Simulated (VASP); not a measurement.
Set up this calculation in VASP 6.6.1, as the native input.

```
Task                   : single point
Functional             : PBE
Potentials or basis    : VASP PAW PBE potentials, release 64 (Si, B, Te)
Cutoff                 : 520 eV
k mesh                 : 6 × 6 × 2
Occupations            : gaussian, width 0.1 eV
Spin                   : no spin polarisation
Dipole correction      : no
Further INCAR settings : ALGO = Normal; EDIFF = 1e-07; NBANDS = 22
```

The structure of Si3BTe2 lies in POSCAR:

```
Si3BTe2
1.0
    3.3527494222      0.0000000000      0.0000000000
    0.0000000000      3.3527494222      0.0000000000
    0.0000000000      0.0000000000     10.2573705962
Si B Te
3 1 2
Direct
    0.0000000000      0.0000000000      0.0000000000
    0.5000000000      0.0000000000      0.8337588491
    0.0000000000      0.5000000000      0.1662411509
    0.5000000000      0.5000000000      0.0000000000
    0.5000000000      0.0000000000      0.3292680199
    0.0000000000      0.5000000000      0.6707319801
```

The cell was generated, and may not be a known phase.

One way to write it, as run:

INCAR

```
  PREC = Accurate
  ENCUT = 520
  EDIFF = 1E-7
  ISMEAR = 0
  SIGMA = 0.1
  LREAL = False
  LASPH = True
  NELM = 60
  ALGO = Normal
  ISIF = 2
  LWAVE = False
  LCHARG = True
  GGA = PE
  LELF = True
  LVHAR = True
  NBANDS = 22
```

KPOINTS

```
regular mesh
0
Gamma
  6 6 2
```

Potentials or basis: VASP PAW PBE potentials, release 64 (Si, B, Te).

The run is started by

```bash
$ cat potpaw_PBE.64/Si/POTCAR potpaw_PBE.64/B/POTCAR potpaw_PBE.64/Te/POTCAR > POTCAR
$ mpirun -np 1 vasp_std > vasp.out
```

Results of the run:

The pressure is 0.1 GPa and the largest force is 0.003 eV/Å. The band gap on the k mesh is zero (an odd number of electrons rules out a gap without spin polarisation).

Caveat: spin-orbit coupling is left out, which moves the levels of the heavy elements; this functional lacks dispersion, which binds layers or chains, so the pressure and a relaxed spacing across them are unreliable.

Wall time 110 s on 1 thread of AMD EPYC 7R13 (shared host), peak memory 0.23 GiB.
